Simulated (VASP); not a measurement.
# Al27Au in VASP: single point with LDA

Aim: the single point of Al27Au with LDA.

All numbers are computed with VASP 6.6.1; they aren't measurements. Logs are shortened: lines on timing, memory, paths and dates and some standing lists are left out, and cuts for length are marked.

## Step 1: The cell of the first run

The cell holds a slab with vacuum, 28 atoms: a = 8.591 Å, b = 8.591 Å, c = 17.677 Å, α = 90.00°, β = 90.00°, γ = 60.00°.

## Step 2: Single point, LDA

INCAR

```
SYSTEM = Al27Au
ALGO = Normal
EDIFF = 1E-6
ENCUT = 520
GGA = CA
ISIF = 2
ISMEAR = -1
LASPH = .True.
LCHARG = .True.
LELF = .True.
LREAL = Auto
LVHAR = .True.
LWAVE = .False.
NBANDS = 66
NELM = 80
PREC = Accurate
SIGMA = 0.05
```

KPOINTS

```
k-points
0
Gamma
  4 4 1
  0 0 0
```

POSCAR

```
Al27Au
1.0
    8.5913470000      0.0000000000      0.0000000000
    4.2956740000      7.4403250000      0.0000000000
    0.0000000000      0.0000000000     17.6765370000
Al Au
27 1
Direct
    0.1111110703      0.1111111410      0.0565721668
    0.4444443648      0.1111111410      0.0565721668
    0.7777777758      0.1111111410      0.0565721668
    0.1111110539      0.4444444295      0.0565721668
    0.4444444648      0.4444444295      0.0565721668
    0.7777777594      0.4444444295      0.0565721668
    0.1111111539      0.7777777180      0.0565721668
    0.4444444484      0.7777777180      0.0565721668
    0.7777778594      0.7777777180      0.0565721668
   -0.1118905254      0.2243653335      0.1831849757
    0.2215536432      0.2235485681      0.1852640028
    0.5555003359      0.2235991035      0.1852797864
   -0.1132649764      0.5586347371      0.1852749778
    0.2253772137      0.5498546098      0.1848606432
    0.5552404138      0.5586559727      0.1852334538
   -0.1060006474      0.8853095799      0.1824781630
    0.2213470283      0.8853183161      0.1824502164
    0.5554734984      0.8898604564      0.1908111300
   -0.0006063107      0.0025004284      0.3098698009
    0.2982207449      0.0096255204      0.3107088227
    0.6933607360      0.0099256417      0.3107357510
   -0.0083538867      0.3422983539      0.3118379465
    0.3386536495      0.3238101830      0.3177568095
    0.6672148146      0.3424736151      0.3118269150
    0.0060154220      0.6625000924      0.3118439998
    0.3325706422      0.6624336975      0.3118109050
    0.6651763930      0.6708802371      0.3215099768
    0.5248048038      0.9517043946      0.4037924397
```

Potentials or basis: VASP PAW LDA potentials, release 64 (Al, Au).

On the command line:

```sh
> cat potpaw_LDA.64/Al/POTCAR potpaw_LDA.64/Au/POTCAR > POTCAR
> mpirun -np 1 vasp_std > vasp.out
```

OUTCAR:

```text
SYSTEM = Al27Au
   EDIFF = 1E-6
   ENCUT = 520
   GGA = CA
   ISIF = 2
   ISMEAR = -1
   LASPH = .True.
   LREAL = Auto
   NELM = 80
   PREC = Accurate

 ion  position               nearest neighbor table
   1  0.111  0.111  0.057-  10 2.79  17 2.79  11 2.82   3 2.86   2 2.86   4 2.86   6 2.86   8 2.86
                             7 2.86
   2  0.444  0.111  0.057-  11 2.82  12 2.82   1 2.86   4 2.86   5 2.86   8 2.86   3 2.86   9 2.86
                            18 2.89
   3  0.778  0.111  0.057-  10 2.79  16 2.79  12 2.81   1 2.86   6 2.86   5 2.86   7 2.86   9 2.86
                             2 2.86
   4  0.111  0.444  0.057-  14 2.80  11 2.81  13 2.82   9 2.86   6 2.86   1 2.86   2 2.86   7 2.86
                             5 2.86
   5  0.444  0.444  0.057-  14 2.79  12 2.81  15 2.82   6 2.86   8 2.86   7 2.86   3 2.86   2 2.86
                             4 2.86
   6  0.778  0.444  0.057-  10 2.77  15 2.81  13 2.82   4 2.86   5 2.86   3 2.86   1 2.86   8 2.86
                             9 2.86
   7  0.111  0.778  0.057-  16 2.75  17 2.75  14 2.83   9 2.86   8 2.86   5 2.86   4 2.86   3 2.86
                             1 2.86
   8  0.444  0.778  0.057-  17 2.78  15 2.80   7 2.86   5 2.86   6 2.86   1 2.86   2 2.86   9 2.86
                            18 2.90
   9  0.778  0.778  0.057-  16 2.78  13 2.80   4 2.86   7 2.86   6 2.86   3 2.86   8 2.86   2 2.86
[... 22 lines left out ...]
                            27 3.04
  21  0.693  0.010  0.311-  28 2.40  19 2.60  16 2.72  12 2.74  24 2.75  25 2.85  18 2.86  23 2.89
                            27 3.05
  22  0.992  0.342  0.312-  20 2.75  13 2.76  24 2.79  10 2.81  25 2.81  11 2.82  27 2.82  19 2.89
                            23 2.91
  23  0.339  0.324  0.318-  12 2.84  11 2.85  26 2.89  25 2.89  14 2.89  21 2.89  20 2.89  22 2.91
                            24 2.91  28 3.16
  24  0.667  0.342  0.312-  21 2.75  15 2.76  22 2.79  10 2.81  26 2.81  27 2.82  12 2.82  19 2.89
                            23 2.91
  25  0.006  0.663  0.312-  14 2.78  13 2.79  26 2.81  22 2.81  16 2.82  21 2.85  23 2.89  19 2.89
                            27 2.90
  26  0.333  0.662  0.312-  14 2.78  15 2.78  25 2.81  24 2.81  17 2.82  20 2.85  23 2.89  19 2.89
                            27 2.90
  27  0.665  0.671  0.322-  28 2.55  24 2.82  22 2.82  18 2.83  25 2.90  26 2.90  13 2.92  15 2.92
                            20 3.04  21 3.05
  28  0.525  0.952  0.404-  20 2.40  21 2.40  27 2.55  23 3.16

  LATTYP: Found a hexagonal cell.
 ALAT       =     8.5913474624
 C/A-ratio  =     2.0574813296

  Lattice vectors:

 A1 = (  -4.2956740000,  -7.4403250000,   0.0000000000)
 A2 = (   8.5913470000,   0.0000000000,   0.0000000000)
 A3 = (   0.0000000000,   0.0000000000,  17.6765370000)

Analysis of symmetry for initial positions (statically):
=====================================================================
 Subroutine PRICEL returns:
 Original cell was already a primitive cell.

 Routine SETGRP: Setting up the symmetry group for a
 hexagonal supercell.

 Subroutine GETGRP returns: Found  1 space group operations
 (whereof  1 operations were pure point group operations)
 out of a pool of 24 trial point group operations.

The static configuration has the point symmetry C_1 .

Analysis of symmetry for dynamics (positions and initial velocities):
=====================================================================
 Subroutine PRICEL returns:
 Original cell was already a primitive cell.

 Routine SETGRP: Setting up the symmetry group for a
 hexagonal supercell.

 Subroutine GETGRP returns: Found  1 space group operations
 (whereof  1 operations were pure point group operations)
 out of a pool of 24 trial point group operations.

The dynamic configuration has the point symmetry C_1 .

 Subroutine INISYM returns: Found  1 space group operations
 (whereof  1 operations are pure point group operations),
 and found     1 'primitive' translations

----------------------------------------------------------------------------------------

                                     Primitive cell

  volume of cell :    1129.9269

  direct lattice vectors                    reciprocal lattice vectors
     8.591347000  0.000000000  0.000000000     0.116396183 -0.067201373  0.000000000
     4.295674000  7.440325000  0.000000000     0.000000000  0.134402731  0.000000000
     0.000000000  0.000000000 17.676537000     0.000000000  0.000000000  0.056572167

  length of vectors
     8.591347000  8.591347462 17.676537000     0.134402738  0.134402731  0.056572167

  position of ions in fractional coordinates (direct lattice)
[... 68 lines left out ...]
 Generating k-lattice:

  Cartesian coordinates                     Fractional coordinates (reciprocal lattice)
     0.029099046 -0.016800343  0.000000000     0.250000000  0.000000000  0.000000000
     0.000000000  0.033600683  0.000000000     0.000000000  0.250000000  0.000000000
     0.000000000  0.000000000  0.056572167     0.000000000  0.000000000  1.000000000

  Length of vectors
     0.033600685  0.033600683  0.056572167

  Shift w.r.t. Gamma in fractional coordinates (k-lattice)
     0.000000000  0.000000000  0.000000000

 Subroutine IBZKPT returns following result:
 ===========================================

 Found     10 irreducible k-points:

 Following reciprocal coordinates:
            Coordinates               Weight
  0.000000  0.000000  0.000000      1.000000
  0.250000  0.000000  0.000000      2.000000
  0.250000  0.250000  0.000000      2.000000
  0.000000  0.250000  0.000000      2.000000
  0.500000  0.000000  0.000000      1.000000
  0.500000  0.500000  0.000000      1.000000
  0.000000  0.500000  0.000000      1.000000
  0.500000  0.250000  0.000000      2.000000
  0.250000  0.500000  0.000000      2.000000
 -0.250000  0.250000  0.000000      2.000000
   k-points           NKPTS =     10   k-points in BZ     NKDIM =     10   number of bands    NBANDS=     66
   number of dos      NEDOS =    301   number of ions     NIONS =     28
   total plane-waves  NPLWV = 573440
   dimension x,y,z NGX =    64 NGY =   64 NGZ =  140
   dimension x,y,z NGXF=   128 NGYF=  128 NGZF=  280
   ions per type =              27   1
   NGX,Y,Z   is equivalent  to a cutoff of  12.38, 12.38, 13.17 a.u.
   NGXF,Y,Z  is equivalent  to a cutoff of  24.77, 24.77, 26.33 a.u.
 SYSTEM =  Al27Au
   PREC   = accura    normal or accurate (medium, high low for compatibility)
   ISTART =      0    job   : 0-new  1-cont  2-samecut
   ICHARG =      2    charge: 1-file 2-atom 10-const
   ISPIN  =      1    spin polarized calculation?
   LNONCOLLINEAR =      F non collinear calculations
   LSORBIT =      F    spin-orbit coupling
   LASPH  =      T    aspherical Exc in radial PAW
   ENCUT  =  520.0 eV  38.22 Ry    6.18 a.u.  15.97 15.97 32.87*2*pi/ulx,y,z
   NELM   =     80;   NELMIN=  2; NELMDL= -5     # of ELM steps
   EDIFF  = 0.1E-05   stopping-criterion for ELM
   LREAL  =      T    real-space projection
   EDIFFG = 0.1E-04   stopping-criterion for IOM
   NSW    =      0    number of steps for IOM
   IBRION =     -1    ionic relax: 0-MD 1-quasi-New 2-CG
   NFREE  =      0    steps in history (QN), initial steepest desc. (CG)
   ISIF   =      2    stress and relaxation
   ISYM   =      2    0-nonsym 1-usesym 2-fastsym
   POTIM  = 0.5000    time-step for ionic-motion
   TEBEG  =    0.0;   TEEND  =   0.0 temperature during run
   PSTRESS=    0.0 pullay stress
   NELECT =      92.0000    total number of electrons
   NUPDOWN=      -1.0000    fix difference up-down
   EMIN   =  10.00;   EMAX   =-10.00  energy-range for DOS
   EFERMI =   0.00;   METHOD = LEGACY
   ISMEAR =    -1;   SIGMA  =   0.05  broadening in eV -4-tet -1-fermi 0-gaus
   EFERMI_NEDOS =   21; number of points for ismear=-14 and -15
   IALGO  =     38    algorithm
   IMIX   =      4    mixing-type and parameters
     AMIX     =   0.40;   BMIX     =  1.00
     AMIX_MAG =   1.60;   BMIX_MAG =  1.00
  volume/ion in A,a.u.               =      40.35       272.33
  Fermi-wavevector in a.u.,A,eV,Ry     =   0.709557  1.340868  6.850142  0.503471
  Thomas-Fermi vector in A             =   1.796170
   LORBIT       =      0    0 simple, 1 ext, 2 COOP (PROOUT), +10 PAW based schemes
   GGA     = CA    functional components
   LHFCALC =     F    Hartree Fock is set to
   AEXX    =    0.0000 exact exchange contribution
   IVDW    =     0    specifies the selected vdW correction
   LEPSILON=     F    determine dielectric tensor
   LRPA    =     F    only Hartree local field effects (RPA)
 non-spin polarized calculation
  energy-cutoff  :      520.00
  volume of cell :     1129.93
 maximum number of plane-waves:     30426
   NGX = 31   NGY = 31   NGZ = 65

 number of electron      92.0000000 magnetization

 Free energy of the ion-electron system (eV)
  ---------------------------------------------------
  ext. energy  EPLUGINS =         0.00000000
  ---------------------------------------------------
  free energy    TOTEN  =      -109.58737399 eV

  energy without entropy =     -109.47095978  energy(sigma->0) =     -109.52916689

 E-fermi :   0.7486     XC(G=0):  -5.2937

 val. band max:        0.7231133218   @ k =   0.0000   0.2500   0.0000
 cond. band min:       0.7575399638   @ k =   0.5000   0.2500   0.0000
 fundamental gap:      0.0344266419
 Fermi energy:         0.7486149250

 k-point     1 :       0.0000    0.0000    0.0000
  band No.  band energies     occupation
      1      -9.8879      2.00000
      2      -8.2090      2.00000
      3      -7.3438      2.00000
      4      -7.3115      2.00000
      5      -7.2671      2.00000
      6      -7.2432      2.00000
[... 599 lines left out ...]
     57       2.3617      0.00000
     58       2.4557      0.00000
 [bands above 58 left out]

------------------------ aborting loop because EDIFF is reached ----------------------------------------

  FORCE on cell =-STRESS in cart. coord.  units (eV):
  Direction    XX          YY          ZZ          XY          YZ          ZX
  --------------------------------------------------------------------------------------
  -------------------------------------------------------------------------------------
  Total      -10.4620155    -14.1448837      0.0951964      0.0041493     -0.3349606     -0.0607639
  in kB      -14.8345914    -20.0567061      0.1349835      0.0058835     -0.4749567     -0.0861600
  external PRESSURE =     -11.5854380 kB  Pullay stress =       0.0000000 kB

 VOLUME and BASIS-vectors are now :
 -----------------------------------------------------------------------------
  energy-cutoff  :      520.00
  volume of cell :     1129.93
      direct lattice vectors                 reciprocal lattice vectors
     8.591347000  0.000000000  0.000000000     0.116396183 -0.067201373  0.000000000
     4.295674000  7.440325000  0.000000000     0.000000000  0.134402731  0.000000000
     0.000000000  0.000000000 17.676537000     0.000000000  0.000000000  0.056572167

 POSITION                                       TOTAL-FORCE (eV/Angst)
 -----------------------------------------------------------------------------------
      1.43189      0.82670      1.00000         0.031123      0.021610     -0.010360
      4.29567      0.82670      1.00000         0.001769     -0.013678      0.120125
      7.15946      0.82670      1.00000        -0.027688      0.021269     -0.009056
      2.86378      3.30681      1.00000         0.034467      0.018324     -0.016414
      5.72756      3.30681      1.00000        -0.031199      0.018105     -0.017149
      8.59135      3.30681      1.00000         0.001974      0.040920     -0.038925
[... 20 lines left out ...]
      8.59664      4.99157      5.68318        -0.001301     -0.023828     -0.021874
      8.59699      7.08099      7.13765         0.001637     -0.076521      0.076609
 -----------------------------------------------------------------------------------
    total drift:                               -0.003413     -0.000006      0.008938

  FREE ENERGIE OF THE ION-ELECTRON SYSTEM (eV)
  ---------------------------------------------------
  free  energy   TOTEN  =      -109.5873739931 eV

  energy  without entropy=     -109.4709597844  energy(sigma->0) =     -109.52916689
```

It took 27 min on 1 thread of Intel Xeon Platinum 8488C (Sapphire Rapids), shared host; peak memory 0.99 GiB.

Results:

- Free energy: -109.5874 eV
- Largest force: 0.153 eV/Å
- Band gap on the k mesh: zero (bands 46 and 47 overlap by 0.34 eV)

Forces on the atoms (eV/Å):
```
Al   0.031  0.022 -0.010
Al   0.002 -0.014  0.120
Al  -0.028  0.021 -0.009
Al   0.034  0.018 -0.016
Al  -0.031  0.018 -0.017
Al   0.002  0.041 -0.039
Al   0.002 -0.070 -0.136
Al   0.026 -0.002  0.053
Al  -0.022 -0.002  0.055
Al   0.000  0.001  0.000
Al   0.000  0.002 -0.001
Al  -0.002  0.003 -0.002
Al   0.002 -0.001 -0.006
Al   0.000  0.010 -0.004
Al  -0.002 -0.001 -0.005
Al  -0.004  0.007  0.007
Al   0.003  0.007  0.008
Al  -0.002  0.003 -0.001
Al  -0.001  0.004  0.005
Al  -0.023  0.010 -0.025
Al   0.016  0.009 -0.022
Al   0.008 -0.012  0.000
Al  -0.002  0.022 -0.018
Al  -0.009 -0.012  0.000
Al  -0.005  0.009  0.004
Al   0.002  0.009  0.005
Al  -0.001 -0.024 -0.022
Au   0.002 -0.077  0.077
```

Levels at points of the mesh, in eV from the Fermi level:
```tsv
k point	band 43	band 44	band 45	band 46	band 47	band 48	band 49	band 50
(0.00, 0.00, 0.00)	-0.65	-0.61	-0.60	-0.34	-0.24	-0.22	-0.13	-0.12
(0.50, 0.00, 0.00)	-0.49	-0.41	-0.34	-0.32	-0.18	0.36	1.02	1.05
(0.50, 0.50, 0.00)	-0.49	-0.41	-0.34	-0.32	-0.18	0.36	1.02	1.05
(0.00, 0.50, 0.00)	-0.48	-0.39	-0.36	-0.31	-0.17	0.37	0.95	1.03
```

Caveat: spin-orbit coupling is left out, which moves the levels of the heavy elements.
